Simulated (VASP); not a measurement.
Runs of VASP 6.6.1 on Ir. The structure is that of space group Fd-3m (No. 227), or close to it. The cells are those of the table. 

```tsv
spin	cell	k mesh	gap on the mesh (eV)	pressure (GPa)
off	a = 4.022 Å, angles 60.0°, 2 atoms	11 × 11 × 11	none	-18.1
off	a = 3.711 Å, angles 60.0°, 2 atoms	11 × 11 × 11	none	(b)
off	a = 3.821 Å, angles 60.0°, 2 atoms	11 × 11 × 11	none	9.6
off	a = 3.873 Å, angles 60.0°, 2 atoms	16 × 16 × 16	none	0.2
non-collinear, zero start, SOC	a = 3.873 Å, angles 60.0°, 2 atoms	10 × 10 × 10	-	(a)
```

Alike in all rows: task single point; level LDA; potentials or basis VASP PAW LDA potentials, release 64 (Ir); cutoff (eV) 520; smearing fermi-dirac 0.1 eV.

Question: Fill in the values left out.

Answer: (a) 0.6; (b) 36.5.

Caveats: spin-orbit coupling is left out, which moves the levels of the heavy elements (some runs).

A k mesh can miss the band edges, and rows without SOC leave out spin-orbit coupling on Ir.

A gap of «none» marks levels without a gap at the run's occupations.
